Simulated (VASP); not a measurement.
# BN (Qingsongite) (F-43m) in VASP: further runs, part 2 of 2

VASP 6.6.1. Earlier steps stand in the parts before.

## Step 5: Single point, PBE (volume scaled by 1.02, then relaxed in part)

File INCAR:

```
SYSTEM = BN
  ALGO = Normal
  EDIFF = 1E-6
  ENCUT = 520
  GGA = PE
  ISIF = 2
  ISMEAR = -1
  LASPH = .True.
  LCHARG = .False.
  LREAL = .False.
  LWAVE = .False.
  NBANDS = 11
  NELM = 60
  PREC = Accurate
  SIGMA = 0.02
```

File KPOINTS:

```
k-points
0
Gamma
  14 14 14
  0 0 0
```

File POSCAR:

```
BN
1.0
    0.0000000000      1.8194705475      1.8194705475
    1.8194705475      0.0000000000      1.8194705475
    1.8194705475      1.8194705475      0.0000000000
B N
1 1
Direct
    0.0000000000      0.0000000000      0.0000000000
    0.2500000000      0.2500000000      0.2500000000
```

Potentials or basis: VASP PAW PBE potentials, release 64 (B, N).

Command:

```sh
$ cat potpaw_PBE.64/B/POTCAR potpaw_PBE.64/N/POTCAR > POTCAR
$ mpirun -np 1 vasp_std > vasp.out
```

OUTCAR:

```text
SYSTEM = BN
   EDIFF = 1E-6
   ENCUT = 520
   GGA = PE
   ISIF = 2
   ISMEAR = -1
   LASPH = .True.
   LREAL = .False.
   NELM = 60
   PREC = Accurate

 ion  position               nearest neighbor table
   1  0.000  0.000  0.000-   2 1.58   2 1.58   2 1.58   2 1.58
   2  0.250  0.250  0.250-   1 1.58   1 1.58   1 1.58   1 1.58

  LATTYP: Found a face centered cubic cell.
 ALAT       =     3.6389410950

  Lattice vectors:

 A1 = (   0.0000000000,   1.8194705475,   1.8194705475)
 A2 = (   1.8194705475,   0.0000000000,   1.8194705475)
 A3 = (   1.8194705475,   1.8194705475,   0.0000000000)

Analysis of symmetry for initial positions (statically):
=====================================================================
 Subroutine PRICEL returns:
 Original cell was already a primitive cell.

 Routine SETGRP: Setting up the symmetry group for a
 face centered cubic supercell.

 Subroutine GETGRP returns: Found 24 space group operations
 (whereof 24 operations were pure point group operations)
 out of a pool of 48 trial point group operations.

The static configuration has the point symmetry T_d .

[... 170 lines left out ...]
      3       7.1610      2.00000
      4       7.1610      2.00000
      5      15.8867      0.00000
      6      15.8867      0.00000
      7      15.8867      0.00000
      8      17.1901      0.00000
      9      31.5430      0.00000
     10      34.6892      0.00000
     11      34.6892      0.00000
[... 309 lines left out ...]
 k-point    24 :       0.2857    0.1429    0.0000
  band No.  band energies     occupation
      1     -11.1110      2.00000
      2       2.1910      2.00000
      3       4.8652      2.00000
      4       5.3282      2.00000
      5      15.3001      0.00000
      6      18.6005      0.00000
      7      19.1481      0.00000
      8      19.7845      0.00000
      9      26.3231      0.00000
     10      33.0729      0.00000
     11      34.3229      0.00000

 [... further k-points ...]

------------------------ aborting loop because EDIFF is reached ----------------------------------------

  FORCE on cell =-STRESS in cart. coord.  units (eV):
  Direction    XX          YY          ZZ          XY          YZ          ZX
  --------------------------------------------------------------------------------------
  -------------------------------------------------------------------------------------
  Total       -0.3060537     -0.3060537     -0.3060537     -0.0000000     -0.0000000      0.0000000
  in kB      -40.7045613    -40.7045613    -40.7045613     -0.0000000     -0.0000000      0.0000000
  external PRESSURE =     -40.7045613 kB  Pullay stress =       0.0000000 kB

 VOLUME and BASIS-vectors are now :
 -----------------------------------------------------------------------------
  energy-cutoff  :      520.00
  volume of cell :       12.05
      direct lattice vectors                 reciprocal lattice vectors
     0.000000000  1.819470547  1.819470547    -0.274805218  0.274805218  0.274805218
     1.819470547  0.000000000  1.819470547     0.274805218 -0.274805218  0.274805218
     1.819470547  1.819470547  0.000000000     0.274805218  0.274805218 -0.274805218

 POSITION                                       TOTAL-FORCE (eV/Angst)
 -----------------------------------------------------------------------------------
      0.00000      0.00000      0.00000        -0.000000     -0.000000     -0.000000
      0.90974      0.90974      0.90974         0.000000      0.000000      0.000000
 -----------------------------------------------------------------------------------
    total drift:                                0.000000      0.000000      0.000000

  FREE ENERGIE OF THE ION-ELECTRON SYSTEM (eV)
  ---------------------------------------------------
  free  energy   TOTEN  =       -17.4495294587 eV

  energy  without entropy=      -17.4495294587  energy(sigma->0) =      -17.44952946
```

Run time: 7.4 s. Hardware: 1 thread of Intel Xeon Platinum 8488C (Sapphire Rapids), shared host; peak memory 0.12 GiB.

What came out:

```
Free energy            : -17.4495 eV
Pressure               : -4.1 GPa
Band gap on the k mesh : 4.44 eV, indirect (least direct gap 8.73 eV)
```

Levels at points of the mesh, in eV from the valence-band top:
```csv
k point,band 1,band 2,band 3,band 4,band 5,band 6,band 7,band 8,band 9
"(0.00, 0.00, 0.00)",-20.01,0.00,0.00,0.00,8.73,8.73,8.73,10.03,24.38
"(0.50, 0.00, 0.00)",-15.88,-10.51,-1.90,-1.90,9.89,10.60,10.60,15.05,23.18
"(0.50, 0.50, 0.00)",-14.54,-8.79,-4.81,-4.81,4.44,9.12,17.62,17.62,20.45
```

 A k mesh can miss the band edges.

## Step 6: Single point, PBE (volume scaled by 1.04, then relaxed in part)

File INCAR:

```
PREC     = Accurate       # precision mode
ENCUT    = 520            # plane-wave cutoff, eV
EDIFF    = 1E-7           # SCF threshold, eV
ISMEAR   = -1             # smearing method
SIGMA    = 0.02           # smearing width, eV
LREAL    = False          # projectors in reciprocal space
LASPH    = True           # aspherical terms in the spheres
NELM     = 100            # most SCF steps
ALGO     = Normal         # electronic algorithm
ISIF     = 2              # what is computed and relaxed
LWAVE    = False          # write WAVECAR
LCHARG   = False          # write CHGCAR
GGA      = PE             # functional
NBANDS   = 11             # bands
```

File KPOINTS:

```
regular mesh
0
Gamma
  14 14 14
```

File POSCAR:

```
BN
1.0
    0.0000000000      1.8312856224      1.8312856224
    1.8312856224      0.0000000000      1.8312856224
    1.8312856224      1.8312856224      0.0000000000
B N
1 1
Direct
    0.0000000000      0.0000000000      0.0000000000
    0.2500000000      0.2500000000      0.2500000000
```

Potentials or basis: VASP PAW PBE potentials, release 64 (B, N).

Command:

```sh
$ cat potpaw_PBE.64/B/POTCAR potpaw_PBE.64/N/POTCAR > POTCAR
$ mpirun -np 1 vasp_std > vasp.out
```

Run time: 7.8 s. Hardware: 1 thread of Intel Xeon Platinum 8488C (Sapphire Rapids), shared host; peak memory 0.12 GiB.

The run converged. Its results:

```
Free energy            : -17.4389 eV
Pressure               : -10.8 GPa
Band gap on the k mesh : 4.42 eV, indirect (least direct gap 8.63 eV)
```

Levels at points of the mesh, in eV from the valence-band top:
| k point | band 1 | band 2 | band 3 | band 4 | band 5 | band 6 | band 7 | band 8 | band 9 |
| --- | --- | --- | --- | --- | --- | --- | --- | --- | --- |
| (0.00, 0.00, 0.00) | -19.79 | 0.00 | 0.00 | 0.00 | 8.63 | 8.63 | 8.63 | 9.72 | 24.02 |
| (0.50, 0.00, 0.00) | -15.76 | -10.34 | -1.87 | -1.87 | 9.64 | 10.49 | 10.49 | 14.85 | 22.91 |
| (0.50, 0.50, 0.00) | -14.45 | -8.66 | -4.71 | -4.71 | 4.42 | 9.01 | 17.32 | 17.32 | 20.13 |

 A k mesh can miss the band edges.

## Step 7: Overview

| cell | gap on the mesh (eV) | pressure (GPa) |
| --- | --- | --- |
| a = 2.522 Å, angles 60.0°, 2 atoms | 4.50 | 20.3 |
| a = 2.539 Å, angles 60.0°, 2 atoms | 4.48 | 11.4 |
| a = 2.556 Å, angles 60.0°, 2 atoms | 4.46 | 3.3 |
| a = 2.573 Å, angles 60.0°, 2 atoms | 4.44 | -4.1 |
| a = 2.590 Å, angles 60.0°, 2 atoms | 4.42 | -10.8 |

Alike in all rows: task single point; level PBE; potentials or basis VASP PAW PBE potentials, release 64 (B, N); no spin polarisation; k mesh 14 × 14 × 14; cutoff (eV) 520; smearing fermi-dirac 0.02 eV.

Absolute energies hang on the potentials; compare differences alone.
